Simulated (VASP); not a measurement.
Write the native input for VASP 6.6.1 that does the following.

```
Task                   : relaxation of volume and atoms at fixed shape
Functional             : LDA
Potentials or basis    : VASP PAW LDA potentials, release 64 (Nb_sv)
Cutoff                 : 600 eV
k mesh                 : 10 × 10 × 10
Occupations            : gaussian, width 0.05 eV
Spin                   : no spin polarisation
Dipole correction      : no
Further INCAR settings : ALGO = Normal; EDIFF = 1e-06; IBRION = 2; EDIFFG = -0.01; NSW = 60; ISIF = 8
```

The structure of Nb lies in POSCAR:

```
Nb
1.0
   -1.6639500000      1.6639500000      1.6639500000
    1.6639500000     -1.6639500000      1.6639500000
    1.6639500000      1.6639500000     -1.6639500000
Nb
1
Direct
    0.0000000000      0.0000000000      0.0000000000
```

The input as run:

INCAR

```
ALGO = Normal ; EDIFF = 1E-6
EDIFFG = -0.01 ; ENCUT = 600
IBRION = 2 ; ISIF = 8
ISMEAR = 0 ; LASPH = True
LCHARG = False ; LREAL = False
LWAVE = False ; NELM = 60
NSW = 60 ; PREC = Accurate
SIGMA = 0.05
```

KPOINTS

```
k-points
0
Gamma
  10 10 10
```

Potentials or basis: VASP PAW LDA potentials, release 64 (Nb_sv).

The run is started by

```console
$ cat potpaw_LDA.64/Nb_sv/POTCAR > POTCAR
$ mpirun -np 1 vasp_std > vasp.out
```

Results of the run:

- Relaxed volume: 17.08 Å³/atom
- Relaxed cell: a = 2.810 Å, b = 2.810 Å, c = 2.810 Å, α = 109.47°, β = 109.47°, γ = 109.47°
- Space group after relaxing (to 0.05 Å): Im-3m (No. 229)
- Energy gained by relaxing: 51.7 meV/atom
- Ionic steps: 3
- Pressure after relaxing: -0.1 GPa

It took 8.6 s on 1 thread of Intel(R) Xeon(R) 6975P-C (Granite Rapids), on a shared host, peak memory 0.14 GiB.
